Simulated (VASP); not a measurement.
# CdGe3 (P1) in VASP: single point with PBE

Aim: the single point of CdGe3 with PBE.

All numbers are computed with VASP 6.6.1; they aren't measurements. Logs are shortened: lines on timing, memory, paths and dates and some standing lists are left out, and cuts for length are marked.

**1. The cell of the first run**

The typed cell holds 4 atoms: a = 5.534 Å, b = 5.534 Å, c = 5.534 Å, α = 135.07°, β = 135.07°, γ = 65.42°.

**2. Single point, PBE**

The input, INCAR:

```
SYSTEM = CdGe3
ALGO     = Normal         ! electronic algorithm
EDIFF    = 1E-6           ! SCF threshold, eV
ENCUT    = 520            ! plane-wave cutoff, eV
GGA      = PE             ! functional
ISIF     = 2              ! what is computed and relaxed
ISMEAR   = -1             ! smearing method
LASPH    = .True.         ! aspherical terms in the spheres
LCHARG   = .True.         ! write CHGCAR
LELF     = .True.         ! ELF
LREAL    = .False.        ! projectors in reciprocal space
LVHAR    = .True.       
LWAVE    = .False.        ! write WAVECAR
NBANDS   = 35             ! bands
NELM     = 100            ! most SCF steps
PREC     = Accurate       ! precision mode
SIGMA    = 0.1            ! smearing width, eV
```

The input, KPOINTS:

```
k-points
0
Gamma
  6 6 8
  0 0 0
```

The input, POSCAR:

```
CdGe3
1.0
   -2.1146640000      2.1146640000      4.6567280000
    2.1146640000     -2.1146640000      4.6567280000
    2.1146640000      2.1146640000     -4.6567280000
Cd Ge
1 3
Direct
    0.0022440000      0.0142280000      0.0131010000
    0.5052820000      0.5084040000      0.0080550000
    0.2539800000      0.7566860000      0.5162680000
    0.7622540000      0.2481320000      0.5028770000
```

Potentials or basis: VASP PAW PBE potentials, release 64 (Cd, Ge_d).

Started as:

```
> cat potpaw_PBE.64/Cd/POTCAR potpaw_PBE.64/Ge_d/POTCAR > POTCAR
> mpirun -np 1 vasp_std > vasp.out
```

OUTCAR:

```text
SYSTEM = CdGe3
   EDIFF = 1E-6
   ENCUT = 520
   GGA = PE
   ISIF = 2
   ISMEAR = -1
   LASPH = .True.
   LREAL = .False.
   NELM = 100
   PREC = Accurate

 ion  position               nearest neighbor table
   1  0.002  0.014  0.013-   2 2.96   2 2.98   2 3.01   2 3.02   4 3.08   3 3.11   3 3.12   4 3.14
                             3 3.16   4 3.18   4 3.18   3 3.19
   2  0.505  0.508  0.008-   1 2.96   1 2.98   1 3.01   1 3.02
   3  0.254  0.757  0.516-   1 3.11   1 3.12   1 3.16   1 3.19
   4  0.762  0.248  0.503-   1 3.08   1 3.14   1 3.18   1 3.18

  LATTYP: Found a body centered tetragonal cell.
 ALAT       =     4.2293280000
 C/A-ratio  =     2.2021124869

  Lattice vectors:

 A1 = (  -2.1146640000,   2.1146640000,   4.6567280000)
 A2 = (   2.1146640000,  -2.1146640000,   4.6567280000)
 A3 = (   2.1146640000,   2.1146640000,  -4.6567280000)

Analysis of symmetry for initial positions (statically):
=====================================================================
 Subroutine PRICEL returns:
 Original cell was already a primitive cell.

 Routine SETGRP: Setting up the symmetry group for a
 body centered tetragonal supercell.

 Subroutine GETGRP returns: Found  1 space group operations
 (whereof  1 operations were pure point group operations)
 out of a pool of 16 trial point group operations.

The static configuration has the point symmetry C_1 .

Analysis of symmetry for dynamics (positions and initial velocities):
=====================================================================
 Subroutine PRICEL returns:
 Original cell was already a primitive cell.

 Routine SETGRP: Setting up the symmetry group for a
 body centered tetragonal supercell.

 Subroutine GETGRP returns: Found  1 space group operations
 (whereof  1 operations were pure point group operations)
 out of a pool of 16 trial point group operations.

The dynamic configuration has the point symmetry C_1 .

 Subroutine INISYM returns: Found  1 space group operations
 (whereof  1 operations are pure point group operations),
 and found     1 'primitive' translations

----------------------------------------------------------------------------------------

                                     Primitive cell

  volume of cell :      83.2959

  direct lattice vectors                    reciprocal lattice vectors
    -2.114664000  2.114664000  4.656728000     0.000000000  0.236444182  0.107371528
     2.114664000 -2.114664000  4.656728000     0.236444182  0.000000000  0.107371528
     2.114664000  2.114664000 -4.656728000     0.236444182  0.236444182  0.000000000

  length of vectors
     5.534322301  5.534322301  5.534322301     0.259681529  0.259681529  0.334382569

  position of ions in fractional coordinates (direct lattice)
     0.002244000  0.014228000  0.013101000
     0.505282000  0.508404000  0.008055000
     0.253980000  0.756686000  0.516268000
     0.762254000  0.248132000  0.502877000

  ion indices of the primitive-cell ions
   primitive index   ion index
                 1           1
                 2           2
                 3           3
                 4           4

----------------------------------------------------------------------------------------

 KPOINTS: k-points

Automatic generation of k-mesh.
 Grid dimensions read from file:
 generate k-points for:    6    6    8

 Generating k-lattice:

  Cartesian coordinates                     Fractional coordinates (reciprocal lattice)
     0.000000000  0.039407364  0.017895255     0.166666667  0.000000000 -0.000000000
     0.039407364  0.000000000  0.017895255     0.000000000  0.166666667 -0.000000000
     0.029555523  0.029555523  0.000000000     0.000000000  0.000000000  0.125000000

  Length of vectors
     0.043280255  0.043280255  0.041797821

  Shift w.r.t. Gamma in fractional coordinates (k-lattice)
     0.000000000  0.000000000  0.000000000

 -----------------------------------------------------------------------------
|                                                                             |
|           W    W    AA    RRRRR   N    N  II  N    N   GGGG   !!!           |
|           W    W   A  A   R    R  NN   N  II  NN   N  G    G  !!!           |
|           W    W  A    A  R    R  N N  N  II  N N  N  G       !!!           |
|           W WW W  AAAAAA  RRRRR   N  N N  II  N  N N  G  GGG   !            |
|           WW  WW  A    A  R   R   N   NN  II  N   NN  G    G                |
|           W    W  A    A  R    R  N    N  II  N    N   GGGG   !!!           |
|                                                                             |
|     Your reciprocal lattice and k-lattice belong to different lattice       |
|     classes:                                                                |
|                                                                             |
|        The reciprocal lattice is body-centered tetragonal,                  |
|        whereas your k-lattice is base-centered monoclinic.                  |
|                                                                             |
|     Results are often still useful ...                                      |
|                                                                             |
 -----------------------------------------------------------------------------

 WARNING: IBZKPT: internal override: KBLOWUP is changed to .FALSE.
      ... skipping the blow-up phase ...

 Subroutine IBZKPT returns following result:
 ===========================================

 Found    148 irreducible k-points:

 Following reciprocal coordinates:
            Coordinates               Weight
  0.000000  0.000000  0.000000      1.000000
  0.166667 -0.000000  0.000000      2.000000
  0.333333  0.000000 -0.000000      2.000000
  0.500000 -0.000000  0.000000      1.000000
 -0.000000  0.166667  0.000000      2.000000
  0.166667  0.166667  0.000000      2.000000
[... 16 lines left out ...]
  0.333333 -0.000000  0.125000      2.000000
  0.500000 -0.000000  0.125000      2.000000
 [... further k-points ...]
   k-points           NKPTS =    148   k-points in BZ     NKDIM =    148   number of bands    NBANDS=     35
   number of dos      NEDOS =    301   number of ions     NIONS =      4
   total plane-waves  NPLWV =  74088
   dimension x,y,z NGX =    42 NGY =   42 NGZ =   42
   dimension x,y,z NGXF=    84 NGYF=   84 NGZF=   84
   ions per type =               1   3
   NGX,Y,Z   is equivalent  to a cutoff of  12.62, 12.62, 12.62 a.u.
   NGXF,Y,Z  is equivalent  to a cutoff of  25.23, 25.23, 25.23 a.u.
 SYSTEM =  CdGe3
   PREC   = accura    normal or accurate (medium, high low for compatibility)
   ISTART =      0    job   : 0-new  1-cont  2-samecut
   ICHARG =      2    charge: 1-file 2-atom 10-const
   ISPIN  =      1    spin polarized calculation?
   LNONCOLLINEAR =      F non collinear calculations
   LSORBIT =      F    spin-orbit coupling
   LASPH  =      T    aspherical Exc in radial PAW
   ENCUT  =  520.0 eV  38.22 Ry    6.18 a.u.  10.29 10.29 10.29*2*pi/ulx,y,z
   NELM   =    100;   NELMIN=  2; NELMDL= -5     # of ELM steps
   EDIFF  = 0.1E-05   stopping-criterion for ELM
   LREAL  =      F    real-space projection
   EDIFFG = 0.1E-04   stopping-criterion for IOM
   NSW    =      0    number of steps for IOM
   IBRION =     -1    ionic relax: 0-MD 1-quasi-New 2-CG
   NFREE  =      0    steps in history (QN), initial steepest desc. (CG)
   ISIF   =      2    stress and relaxation
   ISYM   =      2    0-nonsym 1-usesym 2-fastsym
   POTIM  = 0.5000    time-step for ionic-motion
   TEBEG  =    0.0;   TEEND  =   0.0 temperature during run
   PSTRESS=    0.0 pullay stress
   NELECT =      54.0000    total number of electrons
   NUPDOWN=      -1.0000    fix difference up-down
   EMIN   =  10.00;   EMAX   =-10.00  energy-range for DOS
   EFERMI =   0.00;   METHOD = LEGACY
   ISMEAR =    -1;   SIGMA  =   0.10  broadening in eV -4-tet -1-fermi 0-gaus
   EFERMI_NEDOS =   21; number of points for ismear=-14 and -15
   IALGO  =     38    algorithm
   IMIX   =      4    mixing-type and parameters
     AMIX     =   0.40;   BMIX     =  1.00
     AMIX_MAG =   1.60;   BMIX_MAG =  1.00
  volume/ion in A,a.u.               =      20.82       140.53
  Fermi-wavevector in a.u.,A,eV,Ry     =   1.416875  2.677506 27.314170  2.007535
  Thomas-Fermi vector in A             =   2.538164
   LORBIT       =      0    0 simple, 1 ext, 2 COOP (PROOUT), +10 PAW based schemes
   GGA     = PE    functional components
   LHFCALC =     F    Hartree Fock is set to
   AEXX    =    0.0000 exact exchange contribution
   IVDW    =     0    specifies the selected vdW correction
   LEPSILON=     F    determine dielectric tensor
   LRPA    =     F    only Hartree local field effects (RPA)
 non-spin polarized calculation
  energy-cutoff  :      520.00
  volume of cell :       83.30
 maximum number of plane-waves:      2258
 NGX is ok and might be reduce to    42
   NGX = 21   NGY = 21   NGZ = 21

 number of electron      54.0000009 magnetization

 Free energy of the ion-electron system (eV)
  ---------------------------------------------------
  ext. energy  EPLUGINS =         0.00000000
  ---------------------------------------------------
  free energy    TOTEN  =       -13.18023185 eV

  energy without entropy =      -13.12458486  energy(sigma->0) =      -13.15240836

 E-fermi :   5.1654     XC(G=0): -10.9090

 val. band max:        5.1499140740   @ k =   0.3333  -0.3333   0.2500
 cond. band min:       5.1735659150   @ k =  -0.1667  -0.1667   0.1250
 fundamental gap:      0.0236518410
 Fermi energy:         5.1653960455

 k-point     1 :       0.0000    0.0000    0.0000
  band No.  band energies     occupation
      1     -19.6416      2.00000
      2     -19.6235      2.00000
      3     -19.6037      2.00000
      4     -19.6023      2.00000
      5     -19.6021      2.00000
      6     -19.5954      2.00000
[... 27 lines left out ...]
     34      13.3949      0.00000
     35      13.6868      0.00000
[... 843 lines left out ...]
      5     -19.5921      2.00000
      6     -19.5892      2.00000
[... 27 lines left out ...]
     34      10.4427      0.00000
     35      12.1694      0.00000

 [... further k-points ...]

------------------------ aborting loop because EDIFF is reached ----------------------------------------

  FORCE on cell =-STRESS in cart. coord.  units (eV):
  Direction    XX          YY          ZZ          XY          YZ          ZX
  --------------------------------------------------------------------------------------
  -------------------------------------------------------------------------------------
  Total        0.1140949     -0.0683463     -0.6285778     -0.0702565      0.1622001      0.1586618
  in kB        2.1945896     -1.3146262    -12.0905487     -1.3513667      3.1198811      3.0518224
  external PRESSURE =      -3.7368618 kB  Pullay stress =       0.0000000 kB

 VOLUME and BASIS-vectors are now :
 -----------------------------------------------------------------------------
  energy-cutoff  :      520.00
  volume of cell :       83.30
      direct lattice vectors                 reciprocal lattice vectors
    -2.114664000  2.114664000  4.656728000     0.000000000  0.236444182  0.107371528
     2.114664000 -2.114664000  4.656728000     0.236444182  0.000000000  0.107371528
     2.114664000  2.114664000 -4.656728000     0.236444182  0.236444182  0.000000000

 POSITION                                       TOTAL-FORCE (eV/Angst)
 -----------------------------------------------------------------------------------
      0.05305      0.00236      0.01570        -0.086698      0.025093     -0.021499
      0.02364      0.01043      4.68295         0.071959     -0.025777     -0.014795
      2.15479      0.02868      2.30228         0.000724     -0.016973      0.059707
     -0.02378      2.15061      2.36333         0.014016      0.017657     -0.023412
 -----------------------------------------------------------------------------------
    total drift:                                0.000077      0.000181     -0.000882

  FREE ENERGIE OF THE ION-ELECTRON SYSTEM (eV)
  ---------------------------------------------------
  free  energy   TOTEN  =       -13.1802318538 eV

  energy  without entropy=      -13.1245848573  energy(sigma->0) =      -13.15240836
```

Run time: 18 min. Hardware: 1 thread of Intel Xeon 8259CL, shared host; peak memory 0.52 GiB.

What came out:

```yaml
Free_energy: -13.1802 eV
Pressure: -0.4 GPa
Largest_force: 0.093 eV/Å
Band_gap_on_the_k_mesh: zero (bands 27 and 28 overlap by 3.96 eV)
```

Forces in eV/Å, atoms in the order of the input:
```
Cd  -0.087  0.025 -0.021
Ge   0.072 -0.026 -0.015
Ge   0.001 -0.017  0.060
Ge   0.014  0.018 -0.023
```

Levels at points of the mesh, in eV from the Fermi level:
| k point | band 23 | band 24 | band 25 | band 26 | band 27 | band 28 | band 29 | band 30 | band 31 | band 32 |
| --- | --- | --- | --- | --- | --- | --- | --- | --- | --- | --- |
| (0.00, 0.00, 0.00) | -5.02 | -3.98 | -1.57 | -1.54 | -0.74 | -0.69 | -0.05 | 1.00 | 1.33 | 4.31 |
| (0.50, 0.00, 0.00) | -6.92 | -4.40 | -0.74 | -0.61 | -0.45 | -0.10 | 1.42 | 2.25 | 2.74 | 3.88 |
| (0.00, 0.50, 0.00) | -6.79 | -4.38 | -0.97 | -0.68 | -0.43 | 0.09 | 1.57 | 2.11 | 2.72 | 3.80 |
| (0.50, 0.50, 0.00) | -7.02 | -4.79 | -4.33 | -4.30 | -0.74 | 0.30 | 0.46 | 0.89 | 5.38 | 6.90 |
| (0.00, 0.00, 0.50) | -7.03 | -4.79 | -4.37 | -4.26 | -0.73 | 0.31 | 0.47 | 0.87 | 5.38 | 6.90 |
| (0.50, 0.00, 0.50) | -6.88 | -4.47 | -0.81 | -0.62 | -0.45 | -0.27 | 1.62 | 2.12 | 2.89 | 3.98 |
| (0.00, 0.50, 0.50) | -6.93 | -4.40 | -0.72 | -0.63 | -0.43 | -0.14 | 1.42 | 2.25 | 2.75 | 3.89 |
| (0.50, 0.50, 0.50) | -4.98 | -3.08 | -3.05 | -1.89 | 2.19 | 2.21 | 2.24 | 2.38 | 3.47 | 4.99 |
